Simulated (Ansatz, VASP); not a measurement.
# Ga4PN3 in VASP and in Ansatz

Contents of INCAR:

```
SYSTEM = Ga4PN3
PREC = Accurate ; ENCUT = 520
EDIFF = 1E-6 ; ISMEAR = 0
SIGMA = 0.01 ; LREAL = .FALSE.
LASPH = .TRUE. ; NELM = 80
ALGO = Normal ; ISIF = 2
LWAVE = .FALSE. ; LCHARG = .FALSE.
GGA = PE ; NBANDS = 46
```

Contents of KPOINTS:

```
Automatic mesh
0
G
  8 8 8
  0 0 0
```

The input POSCAR:

```
Ga4PN3
1.0
   -2.3797462549      2.3797462549      4.6919321223
    2.3797462549     -2.3797462549      4.6919321223
    2.3797462549      2.3797462549     -4.6919321223
N Ga P
3 4 1
Direct
    0.2500000000      0.7500000000      0.5000000000
    0.5000000000      0.5000000000      0.0000000000
    0.7500000000      0.2500000000      0.5000000000
    0.8586653287      0.4116748426      0.0000000000
    0.1413346713      0.1413346713      0.5530095139
    0.4116748426      0.8586653287      0.0000000000
    0.5883251574      0.5883251574      0.4469904861
    0.0000000000      0.0000000000      0.0000000000
```

Input for Ansatz:

```yaml
crystal:
  lattice:
    - [-2.3797462549, 2.3797462549, 4.6919321223]
    - [2.3797462549, -2.3797462549, 4.6919321223]
    - [2.3797462549, 2.3797462549, -4.6919321223]
  atoms:
    - { symbol: "N", position: [0.25, 0.75, 0.5] }
    - { symbol: Ga, position: [0.8586653287, 0.4116748426, 0.0] }
    - { symbol: "N", position: [0.5, 0.5, 0.0] }
    - { symbol: Ga, position: [0.1413346713, 0.1413346713, 0.5530095139] }
    - { symbol: "N", position: [0.75, 0.25, 0.5] }
    - { symbol: Ga, position: [0.4116748426, 0.8586653287, 0.0] }
    - { symbol: P, position: [0.0, 0.0, 0.0] }
    - { symbol: Ga, position: [0.5883251574, 0.5883251574, 0.4469904861] }
kpoints:
  mp_grid: { grid: [8, 8, 8] }
  band_path:
    path:
      - [0.0, 0.0, 0.0]
      - [0.0, 0.0, 0.5]
      - [0.25, 0.25, 0.25]
      - [0.0, 0.5, 0.0]
      - [0.5, 0.5, -0.5]
      - [0.3143128672, 0.6856871328, -0.3143128672]
      - [-0.3143128672, 0.3143128672, 0.3143128672]
      - [-0.1286257343, 0.1286257343, 0.5]
      - [0.5, 0.5, -0.1286257343]
    npoints: 1
hamiltonian:
  xc: pbe
scf:
  occupations: { method: fixed }
  n_extra_bands: 6
output:
  forces: true
  stress: true
  eigenvalues: true
```

Alike in both runs: task single point; functional PBE; k mesh 8 × 8 × 8; no spin polarisation.

```csv
,VASP,Ansatz
version,VASP 6.6.1,Ansatz 0.2.0
potentials or method,"VASP PAW PBE potentials, release 64 (N, Ga_d, P)","plane waves, PAW"
plane-wave cutoff (eV),520,420
occupations,"gaussian, width 0.01 eV",fixed
valence electrons in the cell,72,72
```

|  | VASP | Ansatz | Ansatz less VASP |
| --- | --- | --- | --- |
| gap on the k mesh at the Fermi level (eV) | 0.76 | 0.76 | +0.007 |
| pressure (GPa) | 4.7 | 4.8 | +0.09 |
| rms of the force components (eV/Å) | 0.006 | 0.009 | +0.0028 |
